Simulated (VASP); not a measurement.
# InAs (F-43m) in VASP: notebook

Runs on InAs. Level: r2SCAN. Tasks: single point.

Program: VASP 6.6.1. These are calculated values, not measurements. Logs are shortened: lines on timing, memory, paths and dates and some standing lists are left out, and cuts for length are marked.

### Step 1. The cell of the first run

The structure is cubic, space group F-43m (No. 216). Conventional cell: a = 5.987 Å, b = 5.987 Å, c = 5.987 Å, α = 90.00°, β = 90.00°, γ = 90.00°. Within 3.4 Å of In (site symmetry -43m) lie 4 As at 2.59 Å. As (site symmetry -43m) has 4 In at 2.59 Å within 3.4 Å.

### Step 2. Single point, r2SCAN (strain -2.0%)

Input file POSCAR:

```
InAs
1.0
    0.0000000000      2.9934986636      2.9934986636
    2.9934986636      0.0000000000      2.9934986636
    2.9934986636      2.9934986636      0.0000000000
In As
1 1
Direct
    0.0000000000      0.0000000000      0.0000000000
    0.2500000000      0.2500000000      0.2500000000
```

Input file INCAR.step1:

```
SYSTEM = InAs
ALGO = Normal ; EDIFF = 1E-4
ENCUT = 520 ; GGA = PE
ISMEAR = -1 ; LASPH = .True.
LCHARG = .False. ; LREAL = .False.
LWAVE = .True. ; NBANDS = 16
NELM = 80 ; PREC = Accurate
SIGMA = 0.02
```

Input file INCAR.step2:

```
SYSTEM = InAs
ALGO = Normal ; EDIFF = 1E-6
ENCUT = 520 ; ISIF = 2
ISMEAR = -1 ; ISTART = 1
LASPH = .True. ; LCHARG = .False.
LMIXTAU = .True. ; LREAL = .False.
LWAVE = .False. ; METAGGA = R2SCAN
NBANDS = 16 ; NELM = 80
PREC = Accurate ; SIGMA = 0.02
```

Input file KPOINTS:

```
k-points
0
Gamma
  8 8 8
  0 0 0
```

Potentials or basis: VASP PAW PBE potentials, release 64 (In_d, As).

On the command line:

```console
> cat potpaw_PBE.64/In_d/POTCAR potpaw_PBE.64/As/POTCAR > POTCAR
> cp INCAR.step1 INCAR
> mpirun -np 1 vasp_std > vasp.out
> cp INCAR.step2 INCAR
> mpirun -np 1 vasp_std > vasp.out
```

OUTCAR:

```text
SYSTEM = InAs
   EDIFF = 1E-6
   ENCUT = 520
   ISIF = 2
   ISMEAR = -1
   ISTART = 1
   LASPH = .True.
   LREAL = .False.
   METAGGA = R2SCAN
   NELM = 80
   PREC = Accurate

 ion  position               nearest neighbor table
   1  0.000  0.000  0.000-   2 2.59   2 2.59   2 2.59   2 2.59
   2  0.250  0.250  0.250-   1 2.59   1 2.59   1 2.59   1 2.59

  LATTYP: Found a face centered cubic cell.
 ALAT       =     5.9869973272

  Lattice vectors:

 A1 = (   0.0000000000,   2.9934986636,   2.9934986636)
 A2 = (   2.9934986636,   0.0000000000,   2.9934986636)
 A3 = (   2.9934986636,   2.9934986636,   0.0000000000)

Analysis of symmetry for initial positions (statically):
=====================================================================
 Subroutine PRICEL returns:
 Original cell was already a primitive cell.

 Routine SETGRP: Setting up the symmetry group for a
 face centered cubic supercell.

 Subroutine GETGRP returns: Found 24 space group operations
 (whereof 24 operations were pure point group operations)
 out of a pool of 48 trial point group operations.

The static configuration has the point symmetry T_d .

Analysis of symmetry for dynamics (positions and initial velocities):
=====================================================================
 Subroutine PRICEL returns:
 Original cell was already a primitive cell.

 Routine SETGRP: Setting up the symmetry group for a
 face centered cubic supercell.

 Subroutine GETGRP returns: Found 24 space group operations
 (whereof 24 operations were pure point group operations)
 out of a pool of 48 trial point group operations.

The dynamic configuration has the point symmetry T_d .

 Subroutine INISYM returns: Found 24 space group operations
 (whereof 24 operations are pure point group operations),
 and found     1 'primitive' translations

----------------------------------------------------------------------------------------

                                     Primitive cell

  volume of cell :      53.6497

  direct lattice vectors                    reciprocal lattice vectors
     0.000000000  2.993498664  2.993498664    -0.167028636  0.167028636  0.167028636
     2.993498664  0.000000000  2.993498664     0.167028636 -0.167028636  0.167028636
     2.993498664  2.993498664  0.000000000     0.167028636  0.167028636 -0.167028636

  length of vectors
     4.233446409  4.233446409  4.233446409     0.289302085  0.289302085  0.289302085

  position of ions in fractional coordinates (direct lattice)
     0.000000000  0.000000000  0.000000000
     0.250000000  0.250000000  0.250000000

  ion indices of the primitive-cell ions
   primitive index   ion index
                 1           1
                 2           2

----------------------------------------------------------------------------------------

 KPOINTS: k-points

Automatic generation of k-mesh.
 Grid dimensions read from file:
 generate k-points for:    8    8    8

 Generating k-lattice:

  Cartesian coordinates                     Fractional coordinates (reciprocal lattice)
    -0.020878580  0.020878580  0.020878580     0.125000000  0.000000000  0.000000000
     0.020878580 -0.020878580  0.020878580     0.000000000  0.125000000  0.000000000
     0.020878580  0.020878580 -0.020878580     0.000000000  0.000000000  0.125000000

  Length of vectors
     0.036162761  0.036162761  0.036162761

  Shift w.r.t. Gamma in fractional coordinates (k-lattice)
     0.000000000  0.000000000  0.000000000

 Subroutine IBZKPT returns following result:
 ===========================================

 Found     29 irreducible k-points:

 Following reciprocal coordinates:
            Coordinates               Weight
  0.000000  0.000000  0.000000      1.000000
  0.125000  0.000000  0.000000      8.000000
  0.250000  0.000000  0.000000      8.000000
  0.375000  0.000000  0.000000      8.000000
  0.500000  0.000000  0.000000      4.000000
  0.125000  0.125000  0.000000      6.000000
[... 16 lines left out ...]
  0.500000  0.250000  0.125000     48.000000
 -0.375000  0.250000  0.125000     24.000000
 [... further k-points ...]
   k-points           NKPTS =     29   k-points in BZ     NKDIM =     29   number of bands    NBANDS=     16
   number of dos      NEDOS =    301   number of ions     NIONS =      2
   total plane-waves  NPLWV =  32768
   dimension x,y,z NGX =    32 NGY =   32 NGZ =   32
   dimension x,y,z NGXF=    64 NGYF=   64 NGZF=   64
   ions per type =               1   1
   NGX,Y,Z   is equivalent  to a cutoff of  12.57, 12.57, 12.57 a.u.
   NGXF,Y,Z  is equivalent  to a cutoff of  25.13, 25.13, 25.13 a.u.
 SYSTEM =  InAs
   PREC   = accura    normal or accurate (medium, high low for compatibility)
   ISTART =      1    job   : 0-new  1-cont  2-samecut
   ICHARG =      0    charge: 1-file 2-atom 10-const
   ISPIN  =      1    spin polarized calculation?
   LNONCOLLINEAR =      F non collinear calculations
   LSORBIT =      F    spin-orbit coupling
   LASPH  =      T    aspherical Exc in radial PAW
   ENCUT  =  520.0 eV  38.22 Ry    6.18 a.u.   7.87  7.87  7.87*2*pi/ulx,y,z
   NELM   =     80;   NELMIN=  2; NELMDL=  0     # of ELM steps
   EDIFF  = 0.1E-05   stopping-criterion for ELM
   LREAL  =      F    real-space projection
   EDIFFG = 0.1E-04   stopping-criterion for IOM
   NSW    =      0    number of steps for IOM
   IBRION =     -1    ionic relax: 0-MD 1-quasi-New 2-CG
   NFREE  =      0    steps in history (QN), initial steepest desc. (CG)
   ISIF   =      2    stress and relaxation
   ISYM   =      2    0-nonsym 1-usesym 2-fastsym
   POTIM  = 0.5000    time-step for ionic-motion
   TEBEG  =    0.0;   TEEND  =   0.0 temperature during run
   PSTRESS=    0.0 pullay stress
   NELECT =      18.0000    total number of electrons
   NUPDOWN=      -1.0000    fix difference up-down
   EMIN   =  10.00;   EMAX   =-10.00  energy-range for DOS
   EFERMI =   0.00;   METHOD = LEGACY
   ISMEAR =    -1;   SIGMA  =   0.02  broadening in eV -4-tet -1-fermi 0-gaus
   EFERMI_NEDOS =   21; number of points for ismear=-14 and -15
   IALGO  =     38    algorithm
   IMIX   =      4    mixing-type and parameters
     AMIX     =   0.40;   BMIX     =  1.00
     AMIX_MAG =   1.60;   BMIX_MAG =  1.00
  volume/ion in A,a.u.               =      26.82       181.02
  Fermi-wavevector in a.u.,A,eV,Ry     =   1.137566  2.149688 17.606706  1.294056
  Thomas-Fermi vector in A             =   2.274271
   LORBIT       =      0    0 simple, 1 ext, 2 COOP (PROOUT), +10 PAW based schemes
   METAGGA = R2SCAN    functional components
   LHFCALC =     F    Hartree Fock is set to
   AEXX    =    0.0000 exact exchange contribution
   IVDW    =     0    specifies the selected vdW correction
   LEPSILON=     F    determine dielectric tensor
   LRPA    =     F    only Hartree local field effects (RPA)
 non-spin polarized calculation
  energy-cutoff  :      520.00
  volume of cell :       53.65
 maximum number of plane-waves:      1459
   NGX = 15   NGY = 15   NGZ = 15

 number of electron      18.0000000 magnetization

 Free energy of the ion-electron system (eV)
  ---------------------------------------------------
  ext. energy  EPLUGINS =         0.00000000
  ---------------------------------------------------
  free energy    TOTEN  =       -38.01853052 eV

  energy without entropy =      -38.01853043  energy(sigma->0) =      -38.01853048

 E-fermi :   4.8036     XC(G=0):  -9.7963

 val. band max:        4.5845777431   @ k =   0.0000   0.0000   0.0000
 cond. band min:       5.0006590192   @ k =   0.0000   0.0000   0.0000
 fundamental gap:      0.4160812761
 Fermi energy:         4.8036075310

 k-point     1 :       0.0000    0.0000    0.0000
  band No.  band energies     occupation
      1     -10.3284      2.00000
      2     -10.3284      2.00000
      3     -10.3284      2.00000
      4     -10.1661      2.00000
      5     -10.1661      2.00000
      6      -7.9207      2.00000
[... 8 lines left out ...]
     15      14.8364      0.00000
     16      14.8364      0.00000

 k-point     2 :       0.1250    0.0000    0.0000
  band No.  band energies     occupation
      1     -10.3542      2.00000
      2     -10.3213      2.00000
      3     -10.3213      2.00000
      4     -10.1662      2.00000
      5     -10.1662      2.00000
      6      -7.7401      2.00000
[... 8 lines left out ...]
     15      13.9266      0.00000
     16      13.9266      0.00000

 k-point     3 :       0.2500    0.0000    0.0000
  band No.  band energies     occupation
      1     -10.4111      2.00000
      2     -10.3059      2.00000
      3     -10.3059      2.00000
      4     -10.1648      2.00000
      5     -10.1648      2.00000
      6      -7.2471      2.00000
[... 8 lines left out ...]
     15      13.6848      0.00000
     16      13.6848      0.00000

 k-point     4 :       0.3750    0.0000    0.0000
  band No.  band energies     occupation
      1     -10.4621      2.00000
      2     -10.2933      2.00000
      3     -10.2933      2.00000
      4     -10.1603      2.00000
      5     -10.1602      2.00000
      6      -6.6152      2.00000
[... 8 lines left out ...]
     15      14.7287      0.00000
     16      14.7287      0.00000

 k-point     5 :       0.5000    0.0000    0.0000
  band No.  band energies     occupation
      1     -10.4819      2.00000
      2     -10.2891      2.00000
      3     -10.2891      2.00000
      4     -10.1573      2.00000
      5     -10.1573      2.00000
      6      -6.2747      2.00000
[... 8 lines left out ...]
     15      16.0916      0.00000
     16      16.0916      0.00000

 k-point     6 :       0.1250    0.1250    0.0000
  band No.  band energies     occupation
      1     -10.3696      2.00000
      2     -10.3145      2.00000
      3     -10.3145      2.00000
      4     -10.1714      2.00000
      5     -10.1621      2.00000
      6      -7.6808      2.00000
[... 8 lines left out ...]
     15      14.0625      0.00000
     16      15.0124      0.00000
[... 267 lines left out ...]
 k-point    21 :       0.5000    0.5000    0.0000
  band No.  band energies     occupation
      1     -10.5499      2.00000
      2     -10.2301      2.00000
      3     -10.2301      2.00000
      4     -10.2120      2.00000
      5     -10.1388      2.00000
      6      -5.6737      2.00000
[... 8 lines left out ...]
     15      16.7105      0.00000
     16      17.5626      0.00000

 k-point    22 :       0.3750    0.2500    0.1250
  band No.  band energies     occupation
      1     -10.4567      2.00000
      2     -10.2873      2.00000
      3     -10.2816      2.00000
      4     -10.1802      2.00000
      5     -10.1548      2.00000
      6      -6.8455      2.00000
[... 8 lines left out ...]
     15      15.4269      0.00000
     16      16.2142      0.00000

 k-point    23 :       0.5000    0.2500    0.1250
  band No.  band energies     occupation
      1     -10.4894      2.00000
      2     -10.2795      2.00000
      3     -10.2681      2.00000
      4     -10.1775      2.00000
      5     -10.1551      2.00000
      6      -6.2782      2.00000
[... 8 lines left out ...]
     15      15.6638      0.00000
     16      16.4692      0.00000

 k-point    24 :      -0.3750    0.2500    0.1250
  band No.  band energies     occupation
      1     -10.5016      2.00000
      2     -10.2778      2.00000
      3     -10.2630      2.00000
      4     -10.1727      2.00000
      5     -10.1576      2.00000
      6      -5.9795      2.00000
[... 8 lines left out ...]
     15      15.6869      0.00000
     16      16.5319      0.00000

 [... further k-points ...]
[... 5 lines left out ...]
  --------------------------------------------------------------------------------------
  -------------------------------------------------------------------------------------
  Total        1.3420554      1.3420554      1.3420554      0.0000000      0.0000000      0.0000000
  in kB       40.0787180     40.0787180     40.0787180      0.0000000      0.0000000      0.0000000
  external PRESSURE =      40.0787180 kB  Pullay stress =       0.0000000 kB

 VOLUME and BASIS-vectors are now :
 -----------------------------------------------------------------------------
  energy-cutoff  :      520.00
  volume of cell :       53.65
      direct lattice vectors                 reciprocal lattice vectors
     0.000000000  2.993498664  2.993498664    -0.167028636  0.167028636  0.167028636
     2.993498664  0.000000000  2.993498664     0.167028636 -0.167028636  0.167028636
     2.993498664  2.993498664  0.000000000     0.167028636  0.167028636 -0.167028636

 POSITION                                       TOTAL-FORCE (eV/Angst)
 -----------------------------------------------------------------------------------
      0.00000      0.00000      0.00000        -0.000000     -0.000000     -0.000000
      1.49675      1.49675      1.49675         0.000000      0.000000      0.000000
 -----------------------------------------------------------------------------------
    total drift:                               -0.000004     -0.000004     -0.000004

  FREE ENERGIE OF THE ION-ELECTRON SYSTEM (eV)
  ---------------------------------------------------
  free  energy   TOTEN  =       -38.0185305231 eV

  energy  without entropy=      -38.0185304294  energy(sigma->0) =      -38.01853048
```

It took 3.4 min on 1 thread of AMD EPYC 7R13, shared host; peak memory 0.16 GiB.

What came out:

| Quantity | Value |
| --- | --- |
| Free energy | -38.0185 eV |
| Pressure | 4.0 GPa |
| Band gap on the k mesh | 0.42 eV, direct |

Caveat: the cell differs from its parent crystal (strain -2.0%); the PAW data sets were made with another functional, which shifts forces and pressure a little; spin-orbit coupling is left out, which moves the levels of the heavy elements.

### Step 3. Single point, r2SCAN (strain -1.0%)

Input file POSCAR:

```
InAs
1.0
    0.0000000000      3.0240445683      3.0240445683
    3.0240445683      0.0000000000      3.0240445683
    3.0240445683      3.0240445683      0.0000000000
In As
1 1
Direct
    0.0000000000      0.0000000000      0.0000000000
    0.2500000000      0.2500000000      0.2500000000
```

Input file INCAR.step1:

```
ALGO = Normal
EDIFF = 1E-4
ENCUT = 520
GGA = PE
ISMEAR = -1
LASPH = True
LCHARG = False
LREAL = False
LWAVE = True
NBANDS = 16
NELM = 80
PREC = Accurate
SIGMA = 0.02
```

Input file INCAR.step2:

```
ALGO = Normal
EDIFF = 1E-6
ENCUT = 520
ISIF = 2
ISMEAR = -1
ISTART = 1
LASPH = True
LCHARG = False
LMIXTAU = True
LREAL = False
LWAVE = False
METAGGA = R2SCAN
NBANDS = 16
NELM = 80
PREC = Accurate
SIGMA = 0.02
```

Input file KPOINTS:

```
k-points
0
Gamma
  8 8 8
```

Potentials or basis: VASP PAW PBE potentials, release 64 (In_d, As).

On the command line:

```console
> cat potpaw_PBE.64/In_d/POTCAR potpaw_PBE.64/As/POTCAR > POTCAR
> cp INCAR.step1 INCAR
> mpirun -np 1 vasp_std > vasp.out
> cp INCAR.step2 INCAR
> mpirun -np 1 vasp_std > vasp.out
```

Run time: 3.5 min. Hardware: 1 thread of AMD EPYC 7R13, shared host; peak memory 0.17 GiB.

It converged, with:

| Quantity | Value |
| --- | --- |
| Free energy | -38.0490 eV |
| Pressure | 1.8 GPa |
| Band gap on the k mesh | 0.25 eV, direct |

Levels at points of the mesh, in eV from the valence-band top:
```csv
k point,band 7,band 8,band 9,band 10,band 11,band 12
"(0.00, 0.00, 0.00)",0.00,0.00,0.00,0.25,4.27,4.27
"(0.50, 0.00, 0.00)",-5.88,-1.02,-1.02,1.32,5.04,5.04
"(0.50, 0.50, 0.00)",-5.94,-2.39,-2.39,1.83,2.36,9.84
```

Caveat: the cell differs from its parent crystal (strain -1.0%); the PAW data sets were made with another functional, which shifts forces and pressure a little; spin-orbit coupling is left out, which moves the levels of the heavy elements.

### Step 4. Single point, r2SCAN (strain +1.0%)

Input file POSCAR:

```
InAs
1.0
    0.0000000000      3.0851363778      3.0851363778
    3.0851363778      0.0000000000      3.0851363778
    3.0851363778      3.0851363778      0.0000000000
In As
1 1
Direct
    0.0000000000      0.0000000000      0.0000000000
    0.2500000000      0.2500000000      0.2500000000
```

Input file INCAR.step1:

```
SYSTEM = InAs
PREC = Accurate ; ENCUT = 520
ISMEAR = -1 ; SIGMA = 0.02
LREAL = .False. ; LASPH = .True.
NELM = 80 ; NBANDS = 16
GGA = PE ; ALGO = Normal
EDIFF = 1E-4 ; LWAVE = .True.
LCHARG = .False.
```

Input file INCAR.step2:

```
SYSTEM = InAs
PREC = Accurate ; ENCUT = 520
EDIFF = 1E-6 ; ISMEAR = -1
SIGMA = 0.02 ; LREAL = .False.
LASPH = .True. ; NELM = 80
ALGO = Normal ; ISIF = 2
LWAVE = .False. ; LCHARG = .False.
METAGGA = R2SCAN ; LMIXTAU = .True.
NBANDS = 16 ; ISTART = 1
```

Input file KPOINTS:

```
Automatic mesh
0
Gamma
  8 8 8
  0 0 0
```

On the command line:

```console
> cat potpaw_PBE.64/In_d/POTCAR potpaw_PBE.64/As/POTCAR > POTCAR
> cp INCAR.step1 INCAR
> mpirun -np 1 vasp_std > vasp.out
> cp INCAR.step2 INCAR
> mpirun -np 1 vasp_std > vasp.out
```

Wall time 3.4 min (1 thread of AMD EPYC 7R13, shared host); peak memory 0.17 GiB.

The run converged. Its results:

```yaml
Free_energy: -38.0505 eV
Pressure: -1.6 GPa
Band_gap_on_the_k_mesh: zero (filled and empty bands touch)
```

Levels at points of the mesh, in eV from the Fermi level:
```tsv
k point	band 6	band 7	band 8	band 9	band 10	band 11	band 12	band 13
(0.00, 0.00, 0.00)	-11.93	-0.10	-0.01	-0.01	-0.01	4.22	4.22	4.22
(0.50, 0.00, 0.00)	-10.57	-5.59	-0.94	-0.94	1.16	4.99	4.99	7.17
(0.50, 0.50, 0.00)	-10.07	-5.69	-2.21	-2.21	1.90	2.31	9.41	9.49
```

Caveat: the cell differs from its parent crystal (strain +1.0%); the PAW data sets were made with another functional, which shifts forces and pressure a little; spin-orbit coupling is left out, which moves the levels of the heavy elements.

### Step 5. Summary

| cell | gap on the mesh (eV) | pressure (GPa) |
| --- | --- | --- |
| a = 4.233 Å, angles 60.0°, 2 atoms | 0.42 | 4.0 |
| a = 4.277 Å, angles 60.0°, 2 atoms | 0.25 | 1.8 |
| a = 4.363 Å, angles 60.0°, 2 atoms | none | -1.6 |

Alike in all rows: task single point; level r2SCAN; potentials or basis VASP PAW PBE potentials, release 64 (In_d, As); no spin polarisation; k mesh 8 × 8 × 8; cutoff (eV) 520; smearing fermi-dirac 0.02 eV.

Caveats: the PAW data sets were made with another functional, which shifts forces and pressure a little; spin-orbit coupling is left out, which moves the levels of the heavy elements.

Total energies depend on the potentials used, so only differences within one code and one set of settings carry meaning.
